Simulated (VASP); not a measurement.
Write the native input for VASP 6.6.1 that does the following.

```yaml
Task: single point
Functional: PBEsol
Potentials_or_basis: VASP PAW PBE potentials, release 64 (P)
Cutoff: 520 eV
k_mesh: 12 × 12 × 12
Occupations: gaussian, width 0.15 eV
Spin: no spin polarisation
Dipole_correction: no
Further_INCAR_settings: ALGO = Normal; EDIFF = 1e-07; NBANDS = 8
```

The structure of P lies in POSCAR:

```
P
1.0
    4.1660822360      0.0000000000      0.0000000000
    0.0000000000      4.1660822360      0.0000000000
    0.0000000000      0.0000000000      4.4874500000
P
1
Direct
    0.0000000000      0.0000000000      0.0000000000
```

This cell differs from its parent crystal: strain -0.025 along x and y, +0.025 along z.

One way to write it, as run:

INCAR

```
SYSTEM = P
ALGO = Normal ; EDIFF = 1E-7
ENCUT = 520 ; GGA = PS
ISIF = 2 ; ISMEAR = 0
LASPH = .TRUE. ; LCHARG = .FALSE.
LREAL = .FALSE. ; LWAVE = .FALSE.
NBANDS = 8 ; NELM = 60
PREC = Accurate ; SIGMA = 0.15
```

KPOINTS

```
k-points
0
G
  12 12 12
  0 0 0
```

Potentials or basis: VASP PAW PBE potentials, release 64 (P).

Command:

```sh
$ cat potpaw_PBE.64/P/POTCAR > POTCAR
$ mpirun -np 1 vasp_std > vasp.out
```

Results of the run:

- Pressure: -4.1 GPa

Caveat: the cell differs from its parent crystal (strain -0.025 along x and y, +0.025 along z); the PAW data sets were made with another functional, which shifts forces and pressure a little.

Wall time 43 s on 1 thread of Intel(R) Xeon(R) Platinum 8375C CPU @ 2.90GHz (Ice Lake), with other jobs on the host, peak memory 0.24 GiB.
